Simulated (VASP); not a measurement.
Here is a VASP 6.6.1 calculation.

File INCAR:

```
PREC = Accurate ; ENCUT = 520
EDIFF = 1E-6 ; ISMEAR = -1
SIGMA = 0.05 ; LREAL = F
LASPH = T ; NELM = 150
ALGO = Normal ; ISIF = 2
LWAVE = F ; LCHARG = T
ISPIN = 2 ; MAGMOM = 1.896
LORBIT = 11 ; LMAXMIX = 4
GGA = B5 ; ALDAX = 1.0
AGGAX = 1.0 ; AGGAC = 1.0
ALDAC = 0.0 ; LELF = T
LVHAR = T ; NBANDS = 14
```

File KPOINTS:

```
regular mesh
0
Gamma
  22 22 22
```

Contents of POSCAR:

```
Co
1.0
    2.3772932314      0.0000000000      0.0000000000
    0.0000000000      2.3772932314      0.0000000000
    0.0000000000      0.0000000000      2.3772932314
Co
1
Direct
    0.0000000000      0.0000000000      0.0000000000
```

Potentials or basis: VASP PAW PBE potentials, release 64 (Co).

Command:

```sh
$ cat potpaw_PBE.64/Co/POTCAR > POTCAR
$ mpirun -np 1 vasp_std > vasp.out
```

(1) Predict the site moments.

(2) Estimate the net moment.

(3) Estimate the pressure.

## Answers

(1) Co +1.86 μB.

(2) 1.86 μB per cell.

(3) -0.5 GPa.

Caveat: the PAW data sets were made with another functional, which shifts forces and pressure a little.
